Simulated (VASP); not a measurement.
# AlN (Fm-3m) in VASP: single point with LDA

Aim: the single point of AlN with LDA.

The COD entry that gives the cell may itself be a prediction, so a difference from it is no test against experiment.

Everything below comes from runs of VASP 6.6.1. Logs are shortened: lines on timing, memory, paths and dates and some standing lists are left out, and cuts for length are marked.

### Step 1. The cell of the first run

It takes space group Fm-3m (No. 225, cubic). Conventional cell: a = 3.938 Å, b = 3.938 Å, c = 3.938 Å, α = 90.00°, β = 90.00°, γ = 90.00°. Within 2.6 Å of Al (site symmetry m-3m) lie 6 N at 1.97 Å. N (site symmetry m-3m) has 6 Al at 1.97 Å within 2.6 Å.

### Step 2. Single point, LDA

INCAR

```
ALGO     = Normal         # electronic algorithm
EDIFF    = 1E-6           # SCF threshold, eV
ENCUT    = 600            # plane-wave cutoff, eV
GGA_COMPAT= False        
ISIF     = 2              # what is computed and relaxed
ISMEAR   = 0              # smearing method
LASPH    = True           # aspherical terms in the spheres
LCHARG   = True           # write CHGCAR
LELF     = True           # ELF
LREAL    = False          # projectors in reciprocal space
LVHAR    = True         
LWAVE    = False          # write WAVECAR
NBANDS   = 11             # bands
NELM     = 120            # most SCF steps
PREC     = Accurate       # precision mode
SIGMA    = 0.01           # smearing width, eV
```

KPOINTS

```
k-points
0
Gamma
  6 6 6
```

POSCAR

```
AlN
1.0
    0.0000000000      1.9690000000      1.9690000000
    1.9690000000      0.0000000000      1.9690000000
    1.9690000000      1.9690000000      0.0000000000
Al N
1 1
Direct
    0.0000000000      0.0000000000      0.0000000000
    0.5000000000      0.5000000000      0.5000000000
```

Potentials or basis: VASP PAW LDA potentials, release 64 (Al, N).

The run is started by

```sh
$ cat potpaw_LDA.64/Al/POTCAR potpaw_LDA.64/N/POTCAR > POTCAR
$ mpirun -np 1 vasp_std > vasp.out
```

OUTCAR:

```text
EDIFF = 1E-6
   ENCUT = 600
   ISIF = 2
   ISMEAR = 0
   LASPH = True
   LREAL = False
   NELM = 120
   PREC = Accurate

 ion  position               nearest neighbor table
   1  0.000  0.000  0.000-   2 1.97   2 1.97   2 1.97   2 1.97   2 1.97   2 1.97
   2  0.500  0.500  0.500-   1 1.97   1 1.97   1 1.97   1 1.97   1 1.97   1 1.97

  LATTYP: Found a face centered cubic cell.
 ALAT       =     3.9380000000

  Lattice vectors:

 A1 = (   0.0000000000,   1.9690000000,   1.9690000000)
 A2 = (   1.9690000000,   0.0000000000,   1.9690000000)
 A3 = (   1.9690000000,   1.9690000000,   0.0000000000)

Analysis of symmetry for initial positions (statically):
=====================================================================
 Subroutine PRICEL returns:
 Original cell was already a primitive cell.

 Routine SETGRP: Setting up the symmetry group for a
 face centered cubic supercell.

 Subroutine GETGRP returns: Found 48 space group operations
 (whereof 48 operations were pure point group operations)
 out of a pool of 48 trial point group operations.

The static configuration has the point symmetry O_h .

Analysis of symmetry for dynamics (positions and initial velocities):
=====================================================================
 Subroutine PRICEL returns:
 Original cell was already a primitive cell.

 Routine SETGRP: Setting up the symmetry group for a
 face centered cubic supercell.

 Subroutine GETGRP returns: Found 48 space group operations
 (whereof 48 operations were pure point group operations)
 out of a pool of 48 trial point group operations.

The dynamic configuration has the point symmetry O_h .

 Subroutine INISYM returns: Found 48 space group operations
 (whereof 48 operations are pure point group operations),
 and found     1 'primitive' translations

----------------------------------------------------------------------------------------

                                     Primitive cell

  volume of cell :      15.2675

  direct lattice vectors                    reciprocal lattice vectors
     0.000000000  1.969000000  1.969000000    -0.253936008  0.253936008  0.253936008
     1.969000000  0.000000000  1.969000000     0.253936008 -0.253936008  0.253936008
     1.969000000  1.969000000  0.000000000     0.253936008  0.253936008 -0.253936008

  length of vectors
     2.784586504  2.784586504  2.784586504     0.439830068  0.439830068  0.439830068

  position of ions in fractional coordinates (direct lattice)
     0.000000000  0.000000000  0.000000000
     0.500000000  0.500000000  0.500000000

  ion indices of the primitive-cell ions
   primitive index   ion index
                 1           1
                 2           2

----------------------------------------------------------------------------------------

 KPOINTS: k-points

Automatic generation of k-mesh.
 Grid dimensions read from file:
 generate k-points for:    6    6    6

 Generating k-lattice:

  Cartesian coordinates                     Fractional coordinates (reciprocal lattice)
    -0.042322668  0.042322668  0.042322668     0.166666667  0.000000000  0.000000000
     0.042322668 -0.042322668  0.042322668     0.000000000  0.166666667  0.000000000
     0.042322668  0.042322668 -0.042322668     0.000000000  0.000000000  0.166666667

  Length of vectors
     0.073305011  0.073305011  0.073305011

  Shift w.r.t. Gamma in fractional coordinates (k-lattice)
     0.000000000  0.000000000  0.000000000

 Subroutine IBZKPT returns following result:
 ===========================================

 Found     16 irreducible k-points:

 Following reciprocal coordinates:
            Coordinates               Weight
  0.000000  0.000000  0.000000      1.000000
  0.166667  0.000000  0.000000      8.000000
  0.333333  0.000000  0.000000      8.000000
  0.500000  0.000000  0.000000      4.000000
  0.166667  0.166667  0.000000      6.000000
  0.333333  0.166667  0.000000     24.000000
[... 8 lines left out ...]
 -0.333333  0.333333  0.166667     24.000000
 -0.333333  0.500000  0.166667     12.000000
   k-points           NKPTS =     16   k-points in BZ     NKDIM =     16   number of bands    NBANDS=     11
   number of dos      NEDOS =    301   number of ions     NIONS =      2
   total plane-waves  NPLWV =  13824
   dimension x,y,z NGX =    24 NGY =   24 NGZ =   24
   dimension x,y,z NGXF=    48 NGYF=   48 NGZF=   48
   ions per type =               1   1
   NGX,Y,Z   is equivalent  to a cutoff of  14.33, 14.33, 14.33 a.u.
   NGXF,Y,Z  is equivalent  to a cutoff of  28.66, 28.66, 28.66 a.u.
 SYSTEM =  unknown system
   PREC   = accura    normal or accurate (medium, high low for compatibility)
   ISTART =      0    job   : 0-new  1-cont  2-samecut
   ICHARG =      2    charge: 1-file 2-atom 10-const
   ISPIN  =      1    spin polarized calculation?
   LNONCOLLINEAR =      F non collinear calculations
   LSORBIT =      F    spin-orbit coupling
   LASPH  =      T    aspherical Exc in radial PAW
   ENCUT  =  600.0 eV  44.10 Ry    6.64 a.u.   5.56  5.56  5.56*2*pi/ulx,y,z
   NELM   =    120;   NELMIN=  2; NELMDL= -5     # of ELM steps
   EDIFF  = 0.1E-05   stopping-criterion for ELM
   LREAL  =      F    real-space projection
   EDIFFG = 0.1E-04   stopping-criterion for IOM
   NSW    =      0    number of steps for IOM
   IBRION =     -1    ionic relax: 0-MD 1-quasi-New 2-CG
   NFREE  =      0    steps in history (QN), initial steepest desc. (CG)
   ISIF   =      2    stress and relaxation
   ISYM   =      2    0-nonsym 1-usesym 2-fastsym
   POTIM  = 0.5000    time-step for ionic-motion
   TEBEG  =    0.0;   TEEND  =   0.0 temperature during run
   PSTRESS=    0.0 pullay stress
   NELECT =       8.0000    total number of electrons
   NUPDOWN=      -1.0000    fix difference up-down
   EMIN   =  10.00;   EMAX   =-10.00  energy-range for DOS
   EFERMI =   0.00;   METHOD = LEGACY
   ISMEAR =     0;   SIGMA  =   0.01  broadening in eV -4-tet -1-fermi 0-gaus
   EFERMI_NEDOS =   21; number of points for ismear=-14 and -15
   IALGO  =     38    algorithm
   IMIX   =      4    mixing-type and parameters
     AMIX     =   0.40;   BMIX     =  1.00
     AMIX_MAG =   1.60;   BMIX_MAG =  1.00
  volume/ion in A,a.u.               =       7.63        51.51
  Fermi-wavevector in a.u.,A,eV,Ry     =   1.319823  2.494104 23.700443  1.741933
  Thomas-Fermi vector in A             =   2.449694
   LORBIT       =      0    0 simple, 1 ext, 2 COOP (PROOUT), +10 PAW based schemes
   GGA     = CA    functional components
   LHFCALC =     F    Hartree Fock is set to
   AEXX    =    0.0000 exact exchange contribution
   IVDW    =     0    specifies the selected vdW correction
   LEPSILON=     F    determine dielectric tensor
   LRPA    =     F    only Hartree local field effects (RPA)
 non-spin polarized calculation
 Gauss-broadening in eV      SIGMA  =   0.01
  energy-cutoff  :      600.00
  volume of cell :       15.27
 maximum number of plane-waves:       531
 NGX is ok and might be reduce to    24
   NGX = 11   NGY = 11   NGZ = 11

 number of electron       8.0000000 magnetization

 Free energy of the ion-electron system (eV)
  ---------------------------------------------------
  ext. energy  EPLUGINS =         0.00000000
  ---------------------------------------------------
  free energy    TOTEN  =       -16.17757974 eV

  energy without entropy =      -16.17757974  energy(sigma->0) =      -16.17757974

 E-fermi :  10.8811     XC(G=0): -12.9486

 val. band max:       10.7804738747   @ k =   0.0000   0.0000   0.0000
 cond. band min:      15.8156361594   @ k =   0.5000   0.5000   0.0000
 fundamental gap:      5.0351622847
 Fermi energy:        10.8810837056

 k-point     1 :       0.0000    0.0000    0.0000
  band No.  band energies     occupation
      1      -7.3741      2.00000
      2      10.7805      2.00000
      3      10.7805      2.00000
      4      10.7805      2.00000
      5      17.7423      0.00000
      6      23.0395      0.00000
      7      23.0395      0.00000
      8      23.0395      0.00000
      9      28.4849      0.00000
     10      28.9893      0.00000
     11      28.9893      0.00000

 k-point     2 :       0.1667    0.0000    0.0000
  band No.  band energies     occupation
      1      -6.7615      2.00000
      2       8.3383      2.00000
      3      10.4223      2.00000
      4      10.4223      2.00000
      5      18.6411      0.00000
      6      21.8145      0.00000
      7      23.7127      0.00000
      8      23.7127      0.00000
      9      26.8764      0.00000
     10      26.8764      0.00000
     11      29.5915      0.00000

 k-point     3 :       0.3333    0.0000    0.0000
  band No.  band energies     occupation
      1      -5.1016      2.00000
      2       4.2464      2.00000
      3       9.8103      2.00000
      4       9.8103      2.00000
      5      17.8591      0.00000
      6      22.8611      0.00000
      7      22.8611      0.00000
      8      23.7524      0.00000
      9      28.1464      0.00000
     10      29.1295      0.00000
     11      29.1295      0.00000

 k-point     4 :       0.5000    0.0000    0.0000
  band No.  band energies     occupation
      1      -3.7075      2.00000
      2       1.9070      2.00000
      3       9.5424      2.00000
      4       9.5424      2.00000
      5      17.4168      0.00000
      6      22.2297      0.00000
      7      22.2297      0.00000
      8      25.0909      0.00000
      9      27.5458      0.00000
     10      32.0992      0.00000
     11      32.0992      0.00000
[... 127 lines left out ...]
 k-point    14 :       0.5000    0.3333    0.1667
  band No.  band energies     occupation
      1      -3.8412      2.00000
      2       4.4755      2.00000
      3       6.5588      2.00000
      4       8.4655      2.00000
      5      19.7265      0.00000
      6      19.8176      0.00000
      7      21.7080      0.00000
      8      25.6237      0.00000
      9      28.2792      0.00000
     10      32.1365      0.00000
     11      35.5076      0.00000

 k-point    15 :      -0.3333    0.3333    0.1667
  band No.  band energies     occupation
      1      -2.7985      2.00000
      2       3.4895      2.00000
      3       5.6649      2.00000
      4       7.8548      2.00000
      5      19.4946      0.00000
      6      20.5967      0.00000
      7      22.8996      0.00000
      8      24.6131      0.00000
      9      29.6024      0.00000
     10      30.8337      0.00000
     11      36.4841      0.00000

 k-point    16 :      -0.3333    0.5000    0.1667
  band No.  band energies     occupation
      1      -2.4367      2.00000
      2       3.6226      2.00000
      3       5.8490      2.00000
      4       6.8739      2.00000
      5      18.3834      0.00000
      6      19.1430      0.00000
      7      24.0251      0.00000
      8      25.2900      0.00000
      9      29.7582      0.00000
     10      33.2157      0.00000
     11      36.8195      0.00000

------------------------ aborting loop because EDIFF is reached ----------------------------------------

  FORCE on cell =-STRESS in cart. coord.  units (eV):
  Direction    XX          YY          ZZ          XY          YZ          ZX
  --------------------------------------------------------------------------------------
  -------------------------------------------------------------------------------------
  Total        1.6884331      1.6884331      1.6884331      0.0000000     -0.0000000      0.0000000
  in kB      177.1851410    177.1851410    177.1851410      0.0000000     -0.0000000      0.0000000
  external PRESSURE =     177.1851410 kB  Pullay stress =       0.0000000 kB

 VOLUME and BASIS-vectors are now :
 -----------------------------------------------------------------------------
  energy-cutoff  :      600.00
  volume of cell :       15.27
      direct lattice vectors                 reciprocal lattice vectors
     0.000000000  1.969000000  1.969000000    -0.253936008  0.253936008  0.253936008
     1.969000000  0.000000000  1.969000000     0.253936008 -0.253936008  0.253936008
     1.969000000  1.969000000  0.000000000     0.253936008  0.253936008 -0.253936008

 POSITION                                       TOTAL-FORCE (eV/Angst)
 -----------------------------------------------------------------------------------
      0.00000      0.00000      0.00000         0.000000     -0.000000     -0.000000
      1.96900      1.96900      1.96900        -0.000000      0.000000      0.000000
 -----------------------------------------------------------------------------------
    total drift:                               -0.000000     -0.000000      0.000000

  FREE ENERGIE OF THE ION-ELECTRON SYSTEM (eV)
  ---------------------------------------------------
  free  energy   TOTEN  =       -16.1775797448 eV

  energy  without entropy=      -16.1775797448  energy(sigma->0) =      -16.17757974
```

It took 2.8 s on 1 thread of Intel Xeon 6975P-C, shared host; peak memory 0.12 GiB.

What came out:

```
Free energy            : -16.1776 eV
Pressure               : 17.7 GPa
Band gap on the k mesh : 5.04 eV, indirect (least direct gap 6.96 eV)
```

Levels at points of the mesh, in eV from the valence-band top:
```
           k point  band 2  band 3  band 4  band 5  band 6  band 7
(0.00, 0.00, 0.00)    0.00    0.00    0.00    6.96   12.26   12.26
(0.50, 0.00, 0.00)   -8.87   -1.24   -1.24    6.64   11.45   11.45
(0.50, 0.50, 0.00)   -7.97   -3.03   -3.03    5.04    5.24   14.88
```

Caveat: the k points lie up to 0.46 Å⁻¹ apart.
